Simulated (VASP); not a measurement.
Write the native input for VASP 6.6.1 that does the following.

```yaml
Task: single point
Functional: PBE
Potentials_or_basis: VASP PAW PBE potentials, release 64 (W_sv)
Cutoff: 500 eV
k_mesh: 8 × 8 × 8
Occupations: fermi-dirac, width 0.1 eV
Spin: no spin polarisation
Dipole_correction: no
Further_INCAR_settings: ALGO = Normal; EDIFF = 1e-06; NBANDS = 13
```

The structure of W lies in POSCAR:

```
W
1.0
   -1.6236221614      1.6236221614      1.6236221614
    1.6236221614     -1.6236221614      1.6236221614
    1.6236221614      1.6236221614     -1.6236221614
W
1
Direct
    0.0000000000      0.0000000000      0.0000000000
```

One way to write it, as run:

INCAR

```
PREC     = Accurate       # precision mode
ENCUT    = 500            # plane-wave cutoff, eV
EDIFF    = 1E-6           # SCF threshold, eV
ISMEAR   = -1             # smearing method
SIGMA    = 0.1            # smearing width, eV
LREAL    = False          # projectors in reciprocal space
LASPH    = True           # aspherical terms in the spheres
NELM     = 120            # most SCF steps
ALGO     = Normal         # electronic algorithm
ISIF     = 2              # what is computed and relaxed
LWAVE    = False          # write WAVECAR
LCHARG   = True           # write CHGCAR
GGA      = PE             # functional
LELF     = True           # ELF
LVHAR    = True         
NBANDS   = 13             # bands
GGA_COMPAT= False
```

KPOINTS

```
regular mesh
0
Gamma
  8 8 8
```

Potentials or basis: VASP PAW PBE potentials, release 64 (W_sv).

Command:

```sh
$ cat potpaw_PBE.64/W_sv/POTCAR > POTCAR
$ mpirun -np 1 vasp_std > vasp.out
```

It gave:

```yaml
Pressure: -15.4 GPa
Band_gap_on_the_k_mesh: zero (band 7 reaches 14.99 eV, above the bottom of band 8 at 9.26 eV)
```

Caveat: spin-orbit coupling is left out, which moves the levels of the heavy elements.

Run time: 13 s on 1 thread of Intel Xeon 8259CL, with other jobs on the host, peak memory 0.14 GiB.
